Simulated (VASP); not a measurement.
AlP (l):

```
Al P
1.0
     0.00000    2.73648    2.73648
     2.73648    0.00000    2.73648
     2.73648    2.73648    0.00000
Al P
1 1
Direct
  0.00000 0.00000 0.00000
  0.25000 0.25000 0.25000
```

```yaml
Program: VASP 6.6.1
Task: relaxation of cell and atoms
Functional: LDA
Potentials_or_basis: VASP PAW LDA potentials, release 64 (Al, P)
Cutoff: 500 eV
k_mesh: 8 × 8 × 8
Occupations: gaussian, width 0.02 eV
Spin: no spin polarisation
```

At the start: pressure -1.8 GPa; volume 20.49 Å³/atom.

Q: How do energy, volume and symmetry change on relaxing?

A: Over 3 steps the energy falls by 2.4 meV/atom and the volume is 20.07 Å³/atom (-2.1 %); space group F-43m (No. 216, to 0.05 Å).

Step by step:
| step | energy change (eV) | largest force (eV/Å) | pressure (GPa) | volume (Å³) |
| --- | --- | --- | --- | --- |
| 1 | 0.0000 | 0.0000 | -1.81 | 40.98 |
| 2 | -0.0030 | 0.0000 | 1.18 | 39.63 |
| 3 | -0.0049 | 0.0000 | 0.00 | 40.14 |

Final structure:
```
CELL_PARAMETERS angstrom
0.00000 2.71750 2.71750
2.71750 0.00000 2.71750
2.71750 2.71750 0.00000
ATOMIC_POSITIONS crystal
Al 0.00000 0.00000 0.00000
P 0.25000 0.25000 0.25000
```
